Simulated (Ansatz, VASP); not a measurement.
**CsPtS in VASP and in Ansatz**

File INCAR:

```
PREC = Accurate ; ENCUT = 600
EDIFF = 1E-6 ; ISMEAR = 0
SIGMA = 0.1 ; LREAL = F
LASPH = T ; NELM = 150
ALGO = Normal ; ISIF = 3
LWAVE = F ; LCHARG = F
ISPIN = 2 ; MAGMOM = 0 1 0
LORBIT = 11 ; LMAXMIX = 4
GGA = PE ; IBRION = 2
NSW = 90 ; EDIFFG = -0.04
```

Contents of KPOINTS:

```
Automatic mesh
0
Gamma
  6 6 4
```

The input POSCAR:

```
CsPtS
1.0
    4.7226359300      0.0000000000      0.0000000000
   -2.3613179600      4.0899226900      0.0000000000
    0.0000000000      0.0000000000      5.1552094300
Cs Pt S
1 1 1
Direct
    0.0000000000      0.0000000000      0.0000000000
    0.6666666700      0.3333333300      0.5000000000
    0.3333333300      0.6666666700      0.5000000000
```

Input for Ansatz:

```yaml
crystal:
  lattice:
    - [4.72263593, 0.0, 0.0]
    - [-2.36131796, 4.08992269, 0.0]
    - [0.0, 0.0, 5.15520943]
  atoms:
    - { symbol: Cs, position: [0.0, 0.0, 0.0] }
    - { symbol: Pt, position: [0.66666667, 0.33333333, 0.5], spin: 1.0 }
    - { symbol: S, position: [0.33333333, 0.66666667, 0.5] }
basis:
  ecutwfc: 420
kpoints:
  mp_grid: { grid: [6, 6, 4] }
hamiltonian:
  xc: pbe
scf:
  occupations: { method: gaussian, width: 0.1 }
  lower_state_search: "off"
output:
  forces: true
  stress: true
  eigenvalues: true
  populations: true
magnetization:
  spin_polarized: true
relax:
  adjacent_minimum: "off"
  f_tol: 0.04
  max_steps: 70
  cell: { stress_tol: 0.4 }
```

Change from the starting cell: species swapped into the BaSbPt type (P-6m2, No. 187).

Alike in both runs: task relaxation of cell and atoms; functional PBE; k mesh 6 × 6 × 4; occupations gaussian, width 0.1 eV; collinear spin.

|  | VASP | Ansatz |
| --- | --- | --- |
| version | VASP 6.6.1 | Ansatz 0.2.0 |
| potentials or method | VASP PAW PBE potentials, release 64 (Cs_sv, Pt, S), cutoff 600 eV | scalar-relativistic, plane waves, PAW |
| valence electrons in the cell | 25 | 33 |

|  | VASP | Ansatz | Ansatz less VASP |
| --- | --- | --- | --- |
| gap on the k mesh at the Fermi level, each at its own relaxed structure (eV) | none | none | - |
| net moment per atom (μB) | 0.00 | 0.00 | 0.000 |
| relaxed volume (Å³/atom) | 27.49 | 27.47 | -0.022 |
| relaxed cell length with the largest relative difference (Å) | 5.720 | 5.716 | -0.0035 |

A gap of «none» marks a metal or a gap that the smearing closes. VASP's potentials hold 25 valence electrons a cell and Ansatz's 33, so a difference there can come from the potentials and not from the codes. Ansatz's warnings: seeded moment not kept.

Neither program's run includes spin-orbit coupling. Noted on VASP's run: the volume moved by over 15 % at a fixed basis, so the end points are rough.
